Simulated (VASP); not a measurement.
Here is a VASP 6.6.1 calculation.

INCAR

```
SYSTEM = TlCl
ALGO = Normal
EDIFF = 1E-6
ENCUT = 500
GGA = PE
GGA_COMPAT = .False.
ISIF = 2
ISMEAR = 0
IVDW = 12
LASPH = .True.
LCHARG = .False.
LREAL = .False.
LWAVE = .False.
NBANDS = 17
NELM = 120
PREC = Accurate
SIGMA = 0.02
```

File KPOINTS:

```
k-points
0
Gamma
  8 8 8
  0 0 0
```

Contents of POSCAR:

```
TlCl
1.0
    3.8377045999      0.0000000000      0.0000000000
    0.0000000000      3.8377045999      0.0000000000
    0.0000000000      0.0000000000      3.8377045999
Tl Cl
1 1
Direct
    0.0000000000      0.0000000000      0.0000000000
    0.5000000000      0.5000000000      0.5000000000
```

Potentials or basis: VASP PAW PBE potentials, release 64 (Tl_d, Cl).

The run is started by

```console
$ cat potpaw_PBE.64/Tl_d/POTCAR potpaw_PBE.64/Cl/POTCAR > POTCAR
$ mpirun -np 1 vasp_std > vasp.out
```

Question: What does it give for the dispersion energy per atom?

Answer: -0.255 eV.

Question: Estimate the band gap on the k mesh.

Answer: 2.09 eV.

Caveat: spin-orbit coupling is left out, which moves the levels of the heavy elements. A k mesh can miss the band edges.
